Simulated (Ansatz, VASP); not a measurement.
# One calculation of TiAl3, two programs

Contents of INCAR:

```
PREC = Accurate ; ENCUT = 600
EDIFF = 1E-7 ; ISMEAR = 0
SIGMA = 0.1 ; LREAL = False
LASPH = True ; NELM = 100
ALGO = Fast ; ISIF = 3
LWAVE = False ; LCHARG = False
GGA = PE ; IBRION = 2
NSW = 90 ; EDIFFG = -0.04
```

Contents of KPOINTS:

```
regular mesh
0
Gamma
  6 6 6
```

The input POSCAR:

```
TiAl3
1.0
    0.0000000000      3.1340311000      3.1340311000
    3.1340311000      0.0000000000      3.1340311000
    3.1340311000      3.1340311000      0.0000000000
Ti Al
1 3
Direct
    0.5000000000      0.5000000000      0.5000000000
    0.0000000000      0.0000000000      0.0000000000
    0.2500000000      0.2500000000      0.2500000000
    0.7500000000      0.7500000000      0.7500000000
```

Input for Ansatz:

```yaml
crystal:
  lattice:
    - [0.0, 3.1340311, 3.1340311]
    - [3.1340311, 0.0, 3.1340311]
    - [3.1340311, 3.1340311, 0.0]
  atoms:
    - { symbol: Ti, position: [0.5, 0.5, 0.5] }
    - { symbol: Al, position: [0.0, 0.0, 0.0] }
    - { symbol: Al, position: [0.25, 0.25, 0.25] }
    - { symbol: Al, position: [0.75, 0.75, 0.75] }
basis:
  ecutwfc: 420
kpoints:
  mp_grid: { grid: [6, 6, 6] }
hamiltonian:
  xc: pbe
scf:
  occupations: { method: gaussian, width: 0.1 }
  lower_state_search: "off"
output:
  forces: true
  stress: true
  eigenvalues: true
relax:
  adjacent_minimum: "off"
  f_tol: 0.04
  max_steps: 70
  cell: { stress_tol: 0.4 }
```

Alike in both runs: task relaxation of cell and atoms; functional PBE; k mesh 6 × 6 × 6; occupations gaussian, width 0.1 eV; no spin polarisation.

```csv
,VASP,Ansatz
version,VASP 6.6.1,Ansatz 0.2.0
potentials or method,"VASP PAW PBE potentials, release 64 (Ti_sv, Al), cutoff 600 eV","scalar-relativistic, plane waves, PAW"
valence electrons in the cell,21,21
```

```tsv
	VASP	Ansatz	Ansatz less VASP
gap on the k mesh at the Fermi level, each at its own relaxed structure (eV)	none	none	-
relaxed volume (Å³/atom)	16.26	16.28	+0.018
relaxed length of the cell vector where the two differ most in proportion (Å)	4.514	4.516	+0.0017
```

A gap of «none» marks a metal or a gap that the smearing closes.
